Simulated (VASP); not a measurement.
# CdI2 (P-3m1) in VASP: single point with PBE

Aim: the single point of CdI2 with PBE.

All numbers are computed with VASP 6.6.1; they aren't measurements. Logs are shortened: lines on timing, memory, paths and dates and some standing lists are left out, and cuts for length are marked.

## (1) The cell of the first run

It takes space group P-3m1 (No. 164, trigonal). Conventional cell: a = 4.244 Å, b = 4.244 Å, c = 6.859 Å, α = 90.00°, β = 90.00°, γ = 120.00°. Cd (site symmetry -3m) has 6 I at 2.99 Å within 3.9 Å. I (site symmetry 3m) has 3 Cd at 2.99 Å within 3.9 Å.

## (2) Single point, PBE

The input, INCAR:

```
ALGO     = Normal         # electronic algorithm
EDIFF    = 1E-6           # SCF threshold, eV
ENCUT    = 500            # plane-wave cutoff, eV
GGA      = PE             # functional
GGA_COMPAT= F            
ISIF     = 2              # what is computed and relaxed
ISMEAR   = 0              # smearing method
LASPH    = T              # aspherical terms in the spheres
LCHARG   = F              # write CHGCAR
LREAL    = F              # projectors in reciprocal space
LWAVE    = F              # write WAVECAR
NBANDS   = 20             # bands
NELM     = 120            # most SCF steps
PREC     = Accurate       # precision mode
SIGMA    = 0.01           # smearing width, eV
```

The input, KPOINTS:

```
k-points
0
Gamma
  3 3 2
```

The input, POSCAR:

```
CdI2
1.0
    4.2440000000      0.0000000000      0.0000000000
   -2.1220000000      3.6754100000      0.0000000000
    0.0000000000      0.0000000000      6.8590000000
Cd I
1 2
Direct
    0.0000000000      0.0000000000      0.0000000000
    0.3333333333      0.6666666667      0.2492000000
    0.6666666667      0.3333333333      0.7508000000
```

Potentials or basis: VASP PAW PBE potentials, release 64 (Cd, I).

Run with:

```bash
$ cat potpaw_PBE.64/Cd/POTCAR potpaw_PBE.64/I/POTCAR > POTCAR
$ mpirun -np 1 vasp_std > vasp.out
```

OUTCAR:

```text
EDIFF = 1E-6
   ENCUT = 500
   GGA = PE
   ISIF = 2
   ISMEAR = 0
   LASPH = T
   LREAL = F
   NELM = 120
   PREC = Accurate

 ion  position               nearest neighbor table
   1  0.000  0.000  0.000-   2 2.99   3 2.99   3 2.99   2 2.99   3 2.99   2 2.99
   2  0.333  0.667  0.249-   1 2.99   1 2.99   1 2.99
   3  0.667  0.333  0.751-   1 2.99   1 2.99   1 2.99

  LATTYP: Found a hexagonal cell.
 ALAT       =     4.2440000000
 C/A-ratio  =     1.6161639962

  Lattice vectors:

 A1 = (   4.2440000000,   0.0000000000,   0.0000000000)
 A2 = (  -2.1220000000,   3.6754100000,   0.0000000000)
 A3 = (   0.0000000000,   0.0000000000,   6.8590000000)

Analysis of symmetry for initial positions (statically):
=====================================================================
 Subroutine PRICEL returns:
 Original cell was already a primitive cell.

 Routine SETGRP: Setting up the symmetry group for a
 hexagonal supercell.

 Subroutine GETGRP returns: Found 12 space group operations
 (whereof 12 operations were pure point group operations)
 out of a pool of 24 trial point group operations.

The static configuration has the point symmetry D_3d.

Analysis of symmetry for dynamics (positions and initial velocities):
=====================================================================
 Subroutine PRICEL returns:
 Original cell was already a primitive cell.

 Routine SETGRP: Setting up the symmetry group for a
 hexagonal supercell.

 Subroutine GETGRP returns: Found 12 space group operations
 (whereof 12 operations were pure point group operations)
 out of a pool of 24 trial point group operations.

The dynamic configuration has the point symmetry D_3d.

 Subroutine INISYM returns: Found 12 space group operations
 (whereof 12 operations are pure point group operations),
 and found     1 'primitive' translations

----------------------------------------------------------------------------------------

                                     Primitive cell

  volume of cell :     106.9897

  direct lattice vectors                    reciprocal lattice vectors
     4.244000000  0.000000000  0.000000000     0.235626767  0.136039245  0.000000000
    -2.122000000  3.675410000  0.000000000     0.000000000  0.272078489  0.000000000
     0.000000000  0.000000000  6.859000000     0.000000000  0.000000000  0.145793847

  length of vectors
     4.244000000  4.243998429  6.859000000     0.272078389  0.272078489  0.145793847

  position of ions in fractional coordinates (direct lattice)
     0.000000000  0.000000000  0.000000000
     0.333333333  0.666666667  0.249200000
     0.666666667  0.333333333  0.750800000

  ion indices of the primitive-cell ions
   primitive index   ion index
                 1           1
                 2           2
                 3           3

----------------------------------------------------------------------------------------

 KPOINTS: k-points

Automatic generation of k-mesh.
 Grid dimensions read from file:
 generate k-points for:    3    3    2

 Generating k-lattice:

  Cartesian coordinates                     Fractional coordinates (reciprocal lattice)
     0.078542256  0.045346415  0.000000000     0.333333333  0.000000000  0.000000000
     0.000000000  0.090692830  0.000000000     0.000000000  0.333333333  0.000000000
     0.000000000  0.000000000  0.072896924     0.000000000  0.000000000  0.500000000

  Length of vectors
     0.090692796  0.090692830  0.072896924

  Shift w.r.t. Gamma in fractional coordinates (k-lattice)
     0.000000000  0.000000000  0.000000000

 Subroutine IBZKPT returns following result:
 ===========================================

 Found      6 irreducible k-points:

 Following reciprocal coordinates:
            Coordinates               Weight
  0.000000  0.000000  0.000000      1.000000
  0.333333 -0.000000  0.000000      6.000000
  0.333333  0.333333  0.000000      2.000000
  0.000000  0.000000  0.500000      1.000000
  0.333333 -0.000000  0.500000      6.000000
  0.333333  0.333333  0.500000      2.000000
   k-points           NKPTS =      6   k-points in BZ     NKDIM =      6   number of bands    NBANDS=     20
   number of dos      NEDOS =    301   number of ions     NIONS =      3
   total plane-waves  NPLWV =  51200
   dimension x,y,z NGX =    32 NGY =   32 NGZ =   50
   dimension x,y,z NGXF=    64 NGYF=   64 NGZF=  100
   ions per type =               1   2
   NGX,Y,Z   is equivalent  to a cutoff of  12.54, 12.54, 12.12 a.u.
   NGXF,Y,Z  is equivalent  to a cutoff of  25.07, 25.07, 24.24 a.u.
 SYSTEM =  unknown system
   PREC   = accura    normal or accurate (medium, high low for compatibility)
   ISTART =      0    job   : 0-new  1-cont  2-samecut
   ICHARG =      2    charge: 1-file 2-atom 10-const
   ISPIN  =      1    spin polarized calculation?
   LNONCOLLINEAR =      F non collinear calculations
   LSORBIT =      F    spin-orbit coupling
   LASPH  =      T    aspherical Exc in radial PAW
   ENCUT  =  500.0 eV  36.75 Ry    6.06 a.u.   7.74  7.74 12.51*2*pi/ulx,y,z
   NELM   =    120;   NELMIN=  2; NELMDL= -5     # of ELM steps
   EDIFF  = 0.1E-05   stopping-criterion for ELM
   LREAL  =      F    real-space projection
   EDIFFG = 0.1E-04   stopping-criterion for IOM
   NSW    =      0    number of steps for IOM
   IBRION =     -1    ionic relax: 0-MD 1-quasi-New 2-CG
   NFREE  =      0    steps in history (QN), initial steepest desc. (CG)
   ISIF   =      2    stress and relaxation
   ISYM   =      2    0-nonsym 1-usesym 2-fastsym
   POTIM  = 0.5000    time-step for ionic-motion
   TEBEG  =    0.0;   TEEND  =   0.0 temperature during run
   PSTRESS=    0.0 pullay stress
   NELECT =      26.0000    total number of electrons
   NUPDOWN=      -1.0000    fix difference up-down
   EMIN   =  10.00;   EMAX   =-10.00  energy-range for DOS
   EFERMI =   0.00;   METHOD = LEGACY
   ISMEAR =     0;   SIGMA  =   0.01  broadening in eV -4-tet -1-fermi 0-gaus
   EFERMI_NEDOS =   21; number of points for ismear=-14 and -15
   IALGO  =     38    algorithm
   IMIX   =      4    mixing-type and parameters
     AMIX     =   0.40;   BMIX     =  1.00
     AMIX_MAG =   1.60;   BMIX_MAG =  1.00
  volume/ion in A,a.u.               =      35.66       240.67
  Fermi-wavevector in a.u.,A,eV,Ry     =   1.021610  1.930564 14.200234  1.043688
  Thomas-Fermi vector in A             =   2.155244
   LORBIT       =      0    0 simple, 1 ext, 2 COOP (PROOUT), +10 PAW based schemes
   GGA     = PE    functional components
   LHFCALC =     F    Hartree Fock is set to
   AEXX    =    0.0000 exact exchange contribution
   IVDW    =     0    specifies the selected vdW correction
   LEPSILON=     F    determine dielectric tensor
   LRPA    =     F    only Hartree local field effects (RPA)
 non-spin polarized calculation
 Gauss-broadening in eV      SIGMA  =   0.01
  energy-cutoff  :      500.00
  volume of cell :      106.99
 maximum number of plane-waves:      2738
 NGX is ok and might be reduce to    32
   NGX = 15   NGY = 15   NGZ = 25

 number of electron      25.9999994 magnetization

 Free energy of the ion-electron system (eV)
  ---------------------------------------------------
  ext. energy  EPLUGINS =         0.00000000
  ---------------------------------------------------
  free energy    TOTEN  =        -5.34824838 eV

  energy without entropy =       -5.34824838  energy(sigma->0) =       -5.34824838

 E-fermi :   2.0853     XC(G=0):  -8.5549

 val. band max:        2.0394653098   @ k =   0.0000   0.0000   0.5000
 cond. band min:       4.5180560208   @ k =   0.0000   0.0000   0.0000
 fundamental gap:      2.4785907110
 Fermi energy:         2.0853011134

 k-point     1 :       0.0000    0.0000    0.0000
  band No.  band energies     occupation
      1     -10.0702      2.00000
      2      -9.3527      2.00000
      3      -5.5901      2.00000
      4      -5.5901      2.00000
      5      -5.4785      2.00000
      6      -5.3930      2.00000
      7      -5.3929      2.00000
      8      -1.7093      2.00000
      9       1.7452      2.00000
     10       1.7452      2.00000
     11       1.8928      2.00000
     12       1.8928      2.00000
     13       1.9223      2.00000
     14       4.5181      0.00000
     15       6.4960      0.00000
     16       8.3572      0.00000
     17       8.3572      0.00000
     18      10.4083      0.00000
     19      11.1476      0.00000
     20      11.1954      0.00000

 k-point     2 :       0.3333   -0.0000    0.0000
  band No.  band energies     occupation
      1      -9.6256      2.00000
      2      -9.3158      2.00000
      3      -5.5537      2.00000
      4      -5.4740      2.00000
      5      -5.3982      2.00000
      6      -5.3547      2.00000
      7      -5.3124      2.00000
      8      -1.5448      2.00000
      9      -0.4702      2.00000
     10       0.1629      2.00000
     11       0.7424      2.00000
     12       1.6940      2.00000
     13       1.9714      2.00000
     14       5.0487      0.00000
     15       7.1649      0.00000
     16       8.3153      0.00000
     17       8.6835      0.00000
     18       9.2400      0.00000
     19      10.5778      0.00000
     20      11.2035      0.00000

 k-point     3 :       0.3333    0.3333    0.0000
  band No.  band energies     occupation
      1      -9.3314      2.00000
      2      -9.3314      2.00000
      3      -5.4314      2.00000
      4      -5.4314      2.00000
      5      -5.3693      2.00000
      6      -5.3466      2.00000
      7      -5.3466      2.00000
      8      -1.7959      2.00000
      9      -0.1338      2.00000
     10      -0.1338      2.00000
     11       0.1086      2.00000
     12       0.9564      2.00000
     13       0.9564      2.00000
     14       4.7304      0.00000
     15       9.0755      0.00000
     16       9.0755      0.00000
     17       9.4602      0.00000
     18       9.9077      0.00000
     19      10.4094      0.00000
     20      10.4094      0.00000

 k-point     4 :       0.0000    0.0000    0.5000
  band No.  band energies     occupation
      1      -9.8981      2.00000
      2      -9.5752      2.00000
      3      -5.5898      2.00000
      4      -5.5898      2.00000
      5      -5.4677      2.00000
      6      -5.3930      2.00000
      7      -5.3930      2.00000
      8      -0.9522      2.00000
      9       0.4573      2.00000
     10       1.6216      2.00000
     11       1.6216      2.00000
     12       2.0395      2.00000
     13       2.0395      2.00000
     14       5.6419      0.00000
     15       6.5425      0.00000
     16       8.1497      0.00000
     17       8.1497      0.00000
     18       9.8486      0.00000
     19      10.5077      0.00000
     20      10.5722      0.00000

 k-point     5 :       0.3333   -0.0000    0.5000
  band No.  band energies     occupation
      1      -9.5242      2.00000
      2      -9.4215      2.00000
      3      -5.5548      2.00000
      4      -5.4793      2.00000
      5      -5.3937      2.00000
      6      -5.3547      2.00000
      7      -5.3347      2.00000
      8      -1.6050      2.00000
      9      -0.5635      2.00000
     10       0.8525      2.00000
     11       0.9289      2.00000
     12       1.3077      2.00000
     13       1.6939      2.00000
     14       4.7760      0.00000
     15       7.3014      0.00000
     16       8.3160      0.00000
     17       8.9570      0.00000
     18       9.2252      0.00000
     19      11.1995      0.00000
     20      11.3712      0.00000

 k-point     6 :       0.3333    0.3333    0.5000
  band No.  band energies     occupation
      1      -9.3304      2.00000
      2      -9.3304      2.00000
      3      -5.4255      2.00000
      4      -5.4255      2.00000
      5      -5.3675      2.00000
      6      -5.3406      2.00000
      7      -5.3406      2.00000
      8      -1.6523      2.00000
      9      -0.6189      2.00000
     10      -0.6189      2.00000
     11      -0.2451      2.00000
     12       1.7854      2.00000
     13       1.7854      2.00000
     14       5.5077      0.00000
     15       7.5706      0.00000
     16       7.5706      0.00000
     17       9.1143      0.00000
     18       9.9030      0.00000
     19      11.0594      0.00000
     20      11.0594      0.00000

------------------------ aborting loop because EDIFF is reached ----------------------------------------

  FORCE on cell =-STRESS in cart. coord.  units (eV):
  Direction    XX          YY          ZZ          XY          YZ          ZX
  --------------------------------------------------------------------------------------
  -------------------------------------------------------------------------------------
  Total        1.9302201      1.9302181      1.2487725      0.0000000      0.0000000      0.0000000
  in kB       28.9051638     28.9051353     18.7004442      0.0000000      0.0000000      0.0000000
  external PRESSURE =      25.5035811 kB  Pullay stress =       0.0000000 kB

 VOLUME and BASIS-vectors are now :
 -----------------------------------------------------------------------------
  energy-cutoff  :      500.00
  volume of cell :      106.99
      direct lattice vectors                 reciprocal lattice vectors
     4.244000000  0.000000000  0.000000000     0.235626767  0.136039245  0.000000000
    -2.122000000  3.675410000  0.000000000     0.000000000  0.272078489  0.000000000
     0.000000000  0.000000000  6.859000000     0.000000000  0.000000000  0.145793847

 POSITION                                       TOTAL-FORCE (eV/Angst)
 -----------------------------------------------------------------------------------
      0.00000      0.00000      0.00000         0.000000      0.000000      0.000000
     -0.00000      2.45027      1.70926        -0.000000      0.000000      0.138997
      2.12200      1.22514      5.14974         0.000000     -0.000000     -0.138997
 -----------------------------------------------------------------------------------
    total drift:                                0.000000     -0.000000      0.000000

  FREE ENERGIE OF THE ION-ELECTRON SYSTEM (eV)
  ---------------------------------------------------
  free  energy   TOTEN  =        -5.3482483774 eV

  energy  without entropy=       -5.3482483774  energy(sigma->0) =       -5.34824838
```

It took 14 s on 1 thread of Intel Xeon Platinum 8488C (Sapphire Rapids), shared host; peak memory 0.21 GiB.

What came out:

| Property | Result |
| --- | --- |
| Free energy | -5.3482 eV |
| Pressure | 2.6 GPa |
| Largest force | 0.139 eV/Å |
| Band gap on the k mesh | 2.48 eV, indirect (least direct gap 2.60 eV) |

Forces in eV/Å, atoms in the order of the input:
```
Cd   0.000  0.000  0.000
I    0.000  0.000  0.139
I    0.000  0.000 -0.139
```

Caveat: the k points lie up to 0.57 Å⁻¹ apart; spin-orbit coupling is left out, which moves the levels of the heavy elements; this functional lacks dispersion, which binds the layers, so the pressure and a relaxed spacing across them are unreliable. A k mesh can miss the band edges.
